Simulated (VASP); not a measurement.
# CdS (F-43m) in VASP: further runs

Runs on CdS. Level: PBEsol. Tasks: single point.

Everything below comes from runs of VASP 6.6.1. Logs are shortened: lines on timing, memory, paths and dates and some standing lists are left out, and cuts for length are marked.

## (1) The cell of the first run

The structure is cubic, space group F-43m (No. 216). The conventional cell has a = 5.576 Å, b = 5.576 Å, c = 5.576 Å, α = 90.00°, β = 90.00°, γ = 90.00°. Within 3.2 Å of Cd (site symmetry -43m) lie 4 S at 2.41 Å. S (site symmetry -43m) has 4 Cd at 2.41 Å within 3.2 Å.

## (2) Single point, PBEsol

File INCAR:

```
PREC = Accurate
ENCUT = 520
EDIFF = 1E-6
ISMEAR = -1
SIGMA = 0.03
LREAL = False
LASPH = True
NELM = 60
ALGO = Normal
ISIF = 2
LWAVE = False
LCHARG = False
GGA = PS
NBANDS = 16
```

File KPOINTS:

```
regular mesh
0
Gamma
  8 8 8
```

File POSCAR:

```
CdS
1.0
    0.0000000000      2.7877663408      2.7877663408
    2.7877663408      0.0000000000      2.7877663408
    2.7877663408      2.7877663408      0.0000000000
Cd S
1 1
Direct
    0.0000000000      0.0000000000      0.0000000000
    0.7500000000      0.7500000000      0.7500000000
```

Potentials or basis: VASP PAW PBE potentials, release 64 (Cd, S).

The run is started by

```bash
$ cat potpaw_PBE.64/Cd/POTCAR potpaw_PBE.64/S/POTCAR > POTCAR
$ mpirun -np 1 vasp_std > vasp.out
```

OUTCAR:

```text
PREC = Accurate
   ENCUT = 520
   EDIFF = 1E-6
   ISMEAR = -1
   LREAL = False
   LASPH = True
   NELM = 60
   ISIF = 2
   GGA = PS

 ion  position               nearest neighbor table
   1  0.000  0.000  0.000-   2 2.41   2 2.41   2 2.41   2 2.41
   2  0.750  0.750  0.750-   1 2.41   1 2.41   1 2.41   1 2.41

  LATTYP: Found a face centered cubic cell.
 ALAT       =     5.5755326816

  Lattice vectors:

 A1 = (   0.0000000000,   2.7877663408,   2.7877663408)
 A2 = (   2.7877663408,   0.0000000000,   2.7877663408)
 A3 = (   2.7877663408,   2.7877663408,   0.0000000000)

Analysis of symmetry for initial positions (statically):
=====================================================================
 Subroutine PRICEL returns:
 Original cell was already a primitive cell.

 Routine SETGRP: Setting up the symmetry group for a
 face centered cubic supercell.

 Subroutine GETGRP returns: Found 24 space group operations
 (whereof 24 operations were pure point group operations)
 out of a pool of 48 trial point group operations.

The static configuration has the point symmetry T_d .

Analysis of symmetry for dynamics (positions and initial velocities):
=====================================================================
 Subroutine PRICEL returns:
 Original cell was already a primitive cell.

 Routine SETGRP: Setting up the symmetry group for a
 face centered cubic supercell.

 Subroutine GETGRP returns: Found 24 space group operations
 (whereof 24 operations were pure point group operations)
 out of a pool of 48 trial point group operations.

The dynamic configuration has the point symmetry T_d .

 Subroutine INISYM returns: Found 24 space group operations
 (whereof 24 operations are pure point group operations),
 and found     1 'primitive' translations

----------------------------------------------------------------------------------------

                                     Primitive cell

  volume of cell :      43.3310

  direct lattice vectors                    reciprocal lattice vectors
     0.000000000  2.787766341  2.787766341    -0.179355060  0.179355060  0.179355060
     2.787766341  0.000000000  2.787766341     0.179355060 -0.179355060  0.179355060
     2.787766341  2.787766341  0.000000000     0.179355060  0.179355060 -0.179355060

  length of vectors
     3.942496968  3.942496968  3.942496968     0.310652077  0.310652077  0.310652077

  position of ions in fractional coordinates (direct lattice)
     0.000000000  0.000000000  0.000000000
     0.750000000  0.750000000  0.750000000

  ion indices of the primitive-cell ions
   primitive index   ion index
                 1           1
                 2           2

----------------------------------------------------------------------------------------

 KPOINTS: regular mesh

Automatic generation of k-mesh.
 Grid dimensions read from file:
 generate k-points for:    8    8    8

 Generating k-lattice:

  Cartesian coordinates                     Fractional coordinates (reciprocal lattice)
    -0.022419383  0.022419383  0.022419383     0.125000000  0.000000000  0.000000000
     0.022419383 -0.022419383  0.022419383     0.000000000  0.125000000  0.000000000
     0.022419383  0.022419383 -0.022419383     0.000000000  0.000000000  0.125000000

  Length of vectors
     0.038831510  0.038831510  0.038831510

  Shift w.r.t. Gamma in fractional coordinates (k-lattice)
     0.000000000  0.000000000  0.000000000

 Subroutine IBZKPT returns following result:
 ===========================================

 Found     29 irreducible k-points:

 Following reciprocal coordinates:
            Coordinates               Weight
  0.000000  0.000000  0.000000      1.000000
  0.125000  0.000000  0.000000      8.000000
  0.250000  0.000000  0.000000      8.000000
  0.375000  0.000000  0.000000      8.000000
  0.500000  0.000000  0.000000      4.000000
  0.125000  0.125000  0.000000      6.000000
[... 16 lines left out ...]
  0.500000  0.250000  0.125000     48.000000
 -0.375000  0.250000  0.125000     24.000000
 [... further k-points ...]
   k-points           NKPTS =     29   k-points in BZ     NKDIM =     29   number of bands    NBANDS=     16
   number of dos      NEDOS =    301   number of ions     NIONS =      2
   total plane-waves  NPLWV =  27000
   dimension x,y,z NGX =    30 NGY =   30 NGZ =   30
   dimension x,y,z NGXF=    60 NGYF=   60 NGZF=   60
   ions per type =               1   1
   NGX,Y,Z   is equivalent  to a cutoff of  12.65, 12.65, 12.65 a.u.
   NGXF,Y,Z  is equivalent  to a cutoff of  25.30, 25.30, 25.30 a.u.
 SYSTEM =  unknown system
   PREC   = accura    normal or accurate (medium, high low for compatibility)
   ISTART =      0    job   : 0-new  1-cont  2-samecut
   ICHARG =      2    charge: 1-file 2-atom 10-const
   ISPIN  =      1    spin polarized calculation?
   LNONCOLLINEAR =      F non collinear calculations
   LSORBIT =      F    spin-orbit coupling
   LASPH  =      T    aspherical Exc in radial PAW
   ENCUT  =  520.0 eV  38.22 Ry    6.18 a.u.   7.33  7.33  7.33*2*pi/ulx,y,z
   NELM   =     60;   NELMIN=  2; NELMDL= -5     # of ELM steps
   EDIFF  = 0.1E-05   stopping-criterion for ELM
   LREAL  =      F    real-space projection
   EDIFFG = 0.1E-04   stopping-criterion for IOM
   NSW    =      0    number of steps for IOM
   IBRION =     -1    ionic relax: 0-MD 1-quasi-New 2-CG
   NFREE  =      0    steps in history (QN), initial steepest desc. (CG)
   ISIF   =      2    stress and relaxation
   ISYM   =      2    0-nonsym 1-usesym 2-fastsym
   POTIM  = 0.5000    time-step for ionic-motion
   TEBEG  =    0.0;   TEEND  =   0.0 temperature during run
   PSTRESS=    0.0 pullay stress
   NELECT =      18.0000    total number of electrons
   NUPDOWN=      -1.0000    fix difference up-down
   EMIN   =  10.00;   EMAX   =-10.00  energy-range for DOS
   EFERMI =   0.00;   METHOD = LEGACY
   ISMEAR =    -1;   SIGMA  =   0.03  broadening in eV -4-tet -1-fermi 0-gaus
   EFERMI_NEDOS =   21; number of points for ismear=-14 and -15
   IALGO  =     38    algorithm
   IMIX   =      4    mixing-type and parameters
     AMIX     =   0.40;   BMIX     =  1.00
     AMIX_MAG =   1.60;   BMIX_MAG =  1.00
  volume/ion in A,a.u.               =      21.67       146.21
  Fermi-wavevector in a.u.,A,eV,Ry     =   1.221516  2.308331 20.301284  1.492102
  Thomas-Fermi vector in A             =   2.356696
   LORBIT       =      0    0 simple, 1 ext, 2 COOP (PROOUT), +10 PAW based schemes
   GGA     = PS    functional components
   LHFCALC =     F    Hartree Fock is set to
   AEXX    =    0.0000 exact exchange contribution
   IVDW    =     0    specifies the selected vdW correction
   LEPSILON=     F    determine dielectric tensor
   LRPA    =     F    only Hartree local field effects (RPA)
 non-spin polarized calculation
  energy-cutoff  :      520.00
  volume of cell :       43.33
 maximum number of plane-waves:      1211
 NGX is ok and might be reduce to    30
   NGX = 15   NGY = 15   NGZ = 15

 number of electron      17.9999999 magnetization

 Free energy of the ion-electron system (eV)
  ---------------------------------------------------
  ext. energy  EPLUGINS =         0.00000000
  ---------------------------------------------------
  free energy    TOTEN  =        -6.60972629 eV

  energy without entropy =       -6.60972629  energy(sigma->0) =       -6.60972629

 E-fermi :   3.0783     XC(G=0): -10.0298

 val. band max:        2.4964172585   @ k =   0.0000   0.0000   0.0000
 cond. band min:       3.7714820663   @ k =   0.0000   0.0000   0.0000
 fundamental gap:      1.2750648078
 Fermi energy:         3.0782838917

 k-point     1 :       0.0000    0.0000    0.0000
  band No.  band energies     occupation
      1     -10.8392      2.00000
      2      -5.8695      2.00000
      3      -5.8695      2.00000
      4      -5.8695      2.00000
      5      -5.1706      2.00000
      6      -5.1706      2.00000
[... 8 lines left out ...]
     15      14.1263      0.00000
     16      14.4134      0.00000

 k-point     2 :       0.1250    0.0000    0.0000
  band No.  band energies     occupation
      1     -10.7548      2.00000
      2      -5.8378      2.00000
      3      -5.8378      2.00000
      4      -5.8152      2.00000
      5      -5.1728      2.00000
      6      -5.1728      2.00000
[... 8 lines left out ...]
     15      13.4265      0.00000
     16      14.7553      0.00000

 k-point     3 :       0.2500    0.0000    0.0000
  band No.  band energies     occupation
      1     -10.5488      2.00000
      2      -5.7691      2.00000
      3      -5.7691      2.00000
      4      -5.5943      2.00000
      5      -5.1657      2.00000
      6      -5.1657      2.00000
[... 8 lines left out ...]
     15      13.1702      0.00000
     16      13.9256      0.00000

 k-point     4 :       0.3750    0.0000    0.0000
  band No.  band energies     occupation
      1     -10.3423      2.00000
      2      -5.7166      2.00000
      3      -5.7166      2.00000
      4      -5.1353      2.00000
      5      -5.1353      2.00000
      6      -5.1099      2.00000
[... 8 lines left out ...]
     15      14.1496      0.00000
     16      14.1496      0.00000

 k-point     5 :       0.5000    0.0000    0.0000
  band No.  band energies     occupation
      1     -10.2575      2.00000
      2      -5.7008      2.00000
      3      -5.7008      2.00000
      4      -5.1145      2.00000
      5      -5.1145      2.00000
      6      -4.6560      2.00000
[... 8 lines left out ...]
     15      15.2725      0.00000
     16      15.2725      0.00000

 k-point     6 :       0.1250    0.1250    0.0000
  band No.  band energies     occupation
      1     -10.7268      2.00000
      2      -5.8349      2.00000
      3      -5.8081      2.00000
      4      -5.8081      2.00000
      5      -5.1967      2.00000
      6      -5.1514      2.00000
[... 8 lines left out ...]
     15      14.2085      0.00000
     16      15.7517      0.00000
[... 267 lines left out ...]
 k-point    21 :       0.5000    0.5000    0.0000
  band No.  band energies     occupation
      1     -10.0787      2.00000
      2      -5.6367      2.00000
      3      -5.3624      2.00000
      4      -5.3624      2.00000
      5      -5.0385      2.00000
      6      -4.5873      2.00000
[... 8 lines left out ...]
     15      14.8369      0.00000
     16      16.2756      0.00000

 k-point    22 :       0.3750    0.2500    0.1250
  band No.  band energies     occupation
      1     -10.3973      2.00000
      2      -5.7060      2.00000
      3      -5.6615      2.00000
      4      -5.4965      2.00000
      5      -5.1788      2.00000
      6      -5.0915      2.00000
[... 8 lines left out ...]
     15      14.7198      0.00000
     16      16.6678      0.00000

 k-point    23 :       0.5000    0.2500    0.1250
  band No.  band energies     occupation
      1     -10.2353      2.00000
      2      -5.6527      2.00000
      3      -5.6109      2.00000
      4      -5.3002      2.00000
      5      -5.1245      2.00000
      6      -4.8327      2.00000
[... 8 lines left out ...]
     15      15.6526      0.00000
     16      16.0210      0.00000

 k-point    24 :      -0.3750    0.2500    0.1250
  band No.  band energies     occupation
      1     -10.1696      2.00000
      2      -5.6479      2.00000
      3      -5.5847      2.00000
      4      -5.2218      2.00000
      5      -5.1341      2.00000
      6      -4.4911      2.00000
[... 8 lines left out ...]
     15      14.9935      0.00000
     16      16.0598      0.00000

 [... further k-points ...]
[... 5 lines left out ...]
  --------------------------------------------------------------------------------------
  -------------------------------------------------------------------------------------
  Total        3.1270524      3.1270524      3.1270524     -0.0000000      0.0000000      0.0000000
  in kB      115.6236389    115.6236389    115.6236389     -0.0000000      0.0000000      0.0000000
  external PRESSURE =     115.6236389 kB  Pullay stress =       0.0000000 kB

 VOLUME and BASIS-vectors are now :
 -----------------------------------------------------------------------------
  energy-cutoff  :      520.00
  volume of cell :       43.33
      direct lattice vectors                 reciprocal lattice vectors
     0.000000000  2.787766341  2.787766341    -0.179355060  0.179355060  0.179355060
     2.787766341  0.000000000  2.787766341     0.179355060 -0.179355060  0.179355060
     2.787766341  2.787766341  0.000000000     0.179355060  0.179355060 -0.179355060

 POSITION                                       TOTAL-FORCE (eV/Angst)
 -----------------------------------------------------------------------------------
      0.00000      0.00000      0.00000         0.000000      0.000000      0.000000
      4.18165      4.18165      4.18165        -0.000000     -0.000000     -0.000000
 -----------------------------------------------------------------------------------
    total drift:                                0.000000      0.000000      0.000000

  FREE ENERGIE OF THE ION-ELECTRON SYSTEM (eV)
  ---------------------------------------------------
  free  energy   TOTEN  =        -6.6097262934 eV

  energy  without entropy=       -6.6097262934  energy(sigma->0) =       -6.60972629
```

It took 42 s on 1 thread of Intel Xeon 8259CL, shared host; peak memory 0.17 GiB.

What came out:

* Free energy: -6.6097 eV
* Pressure: 11.6 GPa
* Band gap on the k mesh: 1.28 eV, direct

Caveat: the PAW data sets were made with another functional, which shifts forces and pressure a little. Expect the measured gap to be larger: semilocal functionals such as PBEsol lack the derivative discontinuity.

(Part 1 of 2 ends here.)
